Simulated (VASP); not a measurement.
# WC in VASP: a series of runs

WC is run at these levels: r2SCAN, PBE, HSE06; tasks: single point.

Everything below comes from runs of VASP 6.6.1. Logs are shortened: lines on timing, memory, paths and dates and some standing lists are left out, and cuts for length are marked.

**1. The cell of the first run**

The typed cell holds 2 atoms: a = 3.101 Å, b = 3.101 Å, c = 3.101 Å, α = 60.00°, β = 60.00°, γ = 60.00°.

**2. Single point, r2SCAN**

POSCAR

```
WC
1.0
    0.0000000000      2.1926840000      2.1926840000
    2.1926840000      0.0000000000      2.1926840000
    2.1926840000      2.1926840000      0.0000000000
W C
1 1
Direct
   -0.0174180000     -0.0048180000      0.0027980000
    0.5174460000      0.5059440000      0.4867750000
```

INCAR.step1

```
SYSTEM = WC
PREC = Accurate ; ENCUT = 520
ISMEAR = 0 ; SIGMA = 0.05
LREAL = .FALSE. ; LASPH = .TRUE.
NELM = 60 ; NBANDS = 16
GGA = PE ; ALGO = Normal
EDIFF = 1E-4 ; LWAVE = .TRUE.
LCHARG = .FALSE.
```

INCAR.step2

```
SYSTEM = WC
PREC = Accurate ; ENCUT = 520
EDIFF = 1E-6 ; ISMEAR = 0
SIGMA = 0.05 ; LREAL = .FALSE.
LASPH = .TRUE. ; NELM = 60
ALGO = Normal ; ISIF = 2
LWAVE = .FALSE. ; LCHARG = .TRUE.
METAGGA = R2SCAN ; LMIXTAU = .TRUE.
LELF = .TRUE. ; LVHAR = .TRUE.
NBANDS = 16 ; ISTART = 1
```

KPOINTS

```
regular mesh
0
G
  8 8 8
  0 0 0
```

Potentials or basis: VASP PAW PBE potentials, release 64 (W_sv, C).

Launch:

```
$ cat potpaw_PBE.64/W_sv/POTCAR potpaw_PBE.64/C/POTCAR > POTCAR
$ cp INCAR.step1 INCAR
$ mpirun -np 1 vasp_std > vasp.out
$ cp INCAR.step2 INCAR
$ mpirun -np 1 vasp_std > vasp.out
```

OUTCAR:

```text
SYSTEM = WC
   PREC = Accurate
   ENCUT = 520
   EDIFF = 1E-6
   ISMEAR = 0
   LREAL = .FALSE.
   LASPH = .TRUE.
   NELM = 60
   ISIF = 2
   METAGGA = R2SCAN
   ISTART = 1

 ion  position               nearest neighbor table
   1  0.983  0.995  0.003-   2 2.09   2 2.15   2 2.18   2 2.21   2 2.24   2 2.29
   2  0.517  0.506  0.487-   1 2.09   1 2.15   1 2.18   1 2.21   1 2.24   1 2.29

  LATTYP: Found a face centered cubic cell.
 ALAT       =     4.3853680000

  Lattice vectors:

 A1 = (   0.0000000000,   2.1926840000,   2.1926840000)
 A2 = (   2.1926840000,   0.0000000000,   2.1926840000)
 A3 = (   2.1926840000,   2.1926840000,   0.0000000000)

Analysis of symmetry for initial positions (statically):
=====================================================================
 Subroutine PRICEL returns:
 Original cell was already a primitive cell.

 Routine SETGRP: Setting up the symmetry group for a
 face centered cubic supercell.

 Subroutine GETGRP returns: Found  1 space group operations
 (whereof  1 operations were pure point group operations)
 out of a pool of 48 trial point group operations.

The static configuration has the point symmetry C_1 .

Analysis of symmetry for dynamics (positions and initial velocities):
=====================================================================
 Subroutine PRICEL returns:
 Original cell was already a primitive cell.

 Routine SETGRP: Setting up the symmetry group for a
 face centered cubic supercell.

 Subroutine GETGRP returns: Found  1 space group operations
 (whereof  1 operations were pure point group operations)
 out of a pool of 48 trial point group operations.

The dynamic configuration has the point symmetry C_1 .

 Subroutine INISYM returns: Found  1 space group operations
 (whereof  1 operations are pure point group operations),
 and found     1 'primitive' translations

----------------------------------------------------------------------------------------

                                     Primitive cell

  volume of cell :      21.0842

  direct lattice vectors                    reciprocal lattice vectors
     0.000000000  2.192684000  2.192684000    -0.228031034  0.228031034  0.228031034
     2.192684000  0.000000000  2.192684000     0.228031034 -0.228031034  0.228031034
     2.192684000  2.192684000  0.000000000     0.228031034  0.228031034 -0.228031034

  length of vectors
     3.100923451  3.100923451  3.100923451     0.394961337  0.394961337  0.394961337

[... 80 lines left out ...]
   EDIFF  = 0.1E-05   stopping-criterion for ELM
   LREAL  =      F    real-space projection
   EDIFFG = 0.1E-04   stopping-criterion for IOM
   NSW    =      0    number of steps for IOM
   IBRION =     -1    ionic relax: 0-MD 1-quasi-New 2-CG
   NFREE  =      0    steps in history (QN), initial steepest desc. (CG)
   ISIF   =      2    stress and relaxation
   ISYM   =      2    0-nonsym 1-usesym 2-fastsym
   POTIM  = 0.5000    time-step for ionic-motion
   TEBEG  =    0.0;   TEEND  =   0.0 temperature during run
   PSTRESS=    0.0 pullay stress
   NELECT =      18.0000    total number of electrons
   NUPDOWN=      -1.0000    fix difference up-down
   EMIN   =  10.00;   EMAX   =-10.00  energy-range for DOS
   EFERMI =   0.00;   METHOD = LEGACY
   ISMEAR =     0;   SIGMA  =   0.05  broadening in eV -4-tet -1-fermi 0-gaus
   EFERMI_NEDOS =   21; number of points for ismear=-14 and -15
   IALGO  =     38    algorithm
   IMIX   =      4    mixing-type and parameters
     AMIX     =   0.40;   BMIX     =  1.00
     AMIX_MAG =   1.60;   BMIX_MAG =  1.00
  volume/ion in A,a.u.               =      10.54        71.14
  Fermi-wavevector in a.u.,A,eV,Ry     =   1.553029  2.934800 32.815887  2.411900
  Thomas-Fermi vector in A             =   2.657319
   LORBIT       =      0    0 simple, 1 ext, 2 COOP (PROOUT), +10 PAW based schemes
   METAGGA = R2SCAN    functional components
   LHFCALC =     F    Hartree Fock is set to
   AEXX    =    0.0000 exact exchange contribution
   IVDW    =     0    specifies the selected vdW correction
   LEPSILON=     F    determine dielectric tensor
   LRPA    =     F    only Hartree local field effects (RPA)
 non-spin polarized calculation
 Gauss-broadening in eV      SIGMA  =   0.05
  energy-cutoff  :      520.00
  volume of cell :       21.08
 maximum number of plane-waves:       588
   NGX = 11   NGY = 11   NGZ = 11

 number of electron      18.0000000 magnetization

 Free energy of the ion-electron system (eV)
  ---------------------------------------------------
  ext. energy  EPLUGINS =         0.00000000
  ---------------------------------------------------
  free energy    TOTEN  =       -60.57380021 eV

  energy without entropy =      -60.57143665  energy(sigma->0) =      -60.57261843

 E-fermi :  12.5251     XC(G=0): -14.8460

 val. band max:       12.5132493174   @ k =   0.0000   0.0000   0.0000
 cond. band min:      12.5327959073   @ k =   0.3750  -0.2500  -0.2500
 fundamental gap:      0.0195465898
 Fermi energy:        12.5250646806

 k-point     1 :       0.0000    0.0000    0.0000
  band No.  band energies     occupation
      1     -65.0463      2.00000
      2     -28.3918      2.00000
      3     -28.3860      2.00000
      4     -28.3820      2.00000
      5      -4.2964      2.00000
      6       9.2239      2.00000
[... 433 lines left out ...]
      3     -28.4535      2.00000
      4     -28.4387      2.00000
      5      -2.8347      2.00000
      6       5.7240      2.00000
[... 8 lines left out ...]
     15      25.7354      0.00000
     16      29.2295      0.00000

 [... further k-points ...]

------------------------ aborting loop because EDIFF is reached ----------------------------------------

  FORCE on cell =-STRESS in cart. coord.  units (eV):
  Direction    XX          YY          ZZ          XY          YZ          ZX
  --------------------------------------------------------------------------------------
  -------------------------------------------------------------------------------------
  Total       -0.3423798     -0.3752370      0.1349658      0.0187347     -0.1606714      0.0392534
  in kB      -26.0172000    -28.5139967     10.2559586      1.4236344    -12.2093066      2.9828419
  external PRESSURE =     -14.7584127 kB  Pullay stress =       0.0000000 kB

 VOLUME and BASIS-vectors are now :
 -----------------------------------------------------------------------------
  energy-cutoff  :      520.00
  volume of cell :       21.08
      direct lattice vectors                 reciprocal lattice vectors
     0.000000000  2.192684000  2.192684000    -0.228031034  0.228031034  0.228031034
     2.192684000  0.000000000  2.192684000     0.228031034 -0.228031034  0.228031034
     2.192684000  2.192684000  0.000000000     0.228031034  0.228031034 -0.228031034

 POSITION                                       TOTAL-FORCE (eV/Angst)
 -----------------------------------------------------------------------------------
      2.18825      2.16063      4.33661        -0.072243      0.268574      0.500950
      2.17672      2.20194      2.24397         0.072243     -0.268574     -0.500950
 -----------------------------------------------------------------------------------
    total drift:                               -0.000060     -0.000100     -0.000189

  FREE ENERGIE OF THE ION-ELECTRON SYSTEM (eV)
  ---------------------------------------------------
  free  energy   TOTEN  =       -60.5738002076 eV

  energy  without entropy=      -60.5714366485  energy(sigma->0) =      -60.57261843
```

OUTCAR.step1:

```text
SYSTEM = WC
   PREC = Accurate
   ENCUT = 520
   ISMEAR = 0
   LREAL = .FALSE.
   LASPH = .TRUE.
[... 677 lines left out ...]
      2.18825      2.16063      4.33661        -0.083168      0.302105      0.590387
      2.17672      2.20194      2.24397         0.083168     -0.302105     -0.590387
 -----------------------------------------------------------------------------------
    total drift:                                0.000153     -0.000658     -0.000777

  FREE ENERGIE OF THE ION-ELECTRON SYSTEM (eV)
  ---------------------------------------------------
  free  energy   TOTEN  =       -21.5031111457 eV

  energy  without entropy=      -21.5010190829  energy(sigma->0) =      -21.50206511
```

OSZICAR.step1:

```text
N       E                     dE             d eps       ncg     rms          rms(c)
DAV:   1     0.110056922982E+03    0.11006E+03   -0.94476E+03  8352   0.125E+03
DAV:   2    -0.217194877981E+02   -0.13178E+03   -0.12716E+03 10016   0.335E+02
DAV:   3    -0.249715364740E+02   -0.32520E+01   -0.32349E+01  9032   0.498E+01
DAV:   4    -0.249880940406E+02   -0.16558E-01   -0.16557E-01 10856   0.407E+00
DAV:   5    -0.249882173066E+02   -0.12327E-03   -0.12327E-03  9048   0.331E-01    0.310E+01
DAV:   6    -0.216041659060E+02    0.33841E+01   -0.82274E+00 10536   0.277E+01    0.789E+00
DAV:   7    -0.215313604680E+02    0.72805E-01   -0.47891E-01  8464   0.551E+00    0.627E+00
DAV:   8    -0.215057026777E+02    0.25658E-01   -0.77226E-02  9592   0.228E+00    0.142E+00
DAV:   9    -0.215031618761E+02    0.25408E-02   -0.47034E-03  9560   0.520E-01    0.115E-01
DAV:  10    -0.215031111457E+02    0.50730E-04   -0.39981E-04  9416   0.219E-01
   1 F= -.21503111E+02 E0= -.21502065E+02  d E =-.209206E-02
```

Run time: 5.6 min. Hardware: 1 thread of Intel Xeon 8259CL, shared host; peak memory 0.22 GiB.

What came out:

```
Free energy            : -60.5738 eV
Pressure               : -1.5 GPa
Largest force          : 0.573 eV/Å
Band gap on the k mesh : zero (bands 9 and 10 overlap by 3.16 eV)
```

Forces on the atoms (eV/Å):
```
W   -0.072  0.269  0.501
C    0.072 -0.269 -0.501
```

Caveat: the PAW data sets were made with another functional, which shifts forces and pressure a little; spin-orbit coupling is left out, which moves the levels of the heavy elements.

(Continued in part 2 of 3.)

The gap in the log of VASP goes by the Fermi energy; the results here count the filled bands.